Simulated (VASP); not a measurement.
Here is a VASP 6.6.1 calculation.

The input INCAR:

```
SYSTEM = MgS
PREC = Accurate
ENCUT = 520
EDIFF = 1E-6
ISMEAR = 0
SIGMA = 0.1
LREAL = .FALSE.
LASPH = .TRUE.
NELM = 100
ALGO = Normal
ISIF = 2
LWAVE = .FALSE.
LCHARG = .FALSE.
GGA = PE
NBANDS = 11
```

File KPOINTS:

```
Automatic mesh
0
G
  6 6 6
  0 0 0
```

Contents of POSCAR:

```
MgS
1.0
    3.6127320043      0.0000000000      0.0000000000
   -1.8063660022      3.1287176928      0.0000000000
    0.0000000000      0.0000000000      3.3065990122
Mg S
1 1
Direct
    0.3333333333      0.6666666667      0.5000000000
    0.0000000000      0.0000000000      0.0000000000
```

Potentials or basis: VASP PAW PBE potentials, release 64 (Mg, S).

Run with:

```sh
$ cat potpaw_PBE.64/Mg/POTCAR potpaw_PBE.64/S/POTCAR > POTCAR
$ mpirun -np 1 vasp_std > vasp.out
```

(1) Predict the band gap on the k mesh.

(2) Estimate the pressure.

## Answers

(1) 1.13 eV (least direct gap 2.10 eV).

(2) -0.3 GPa.
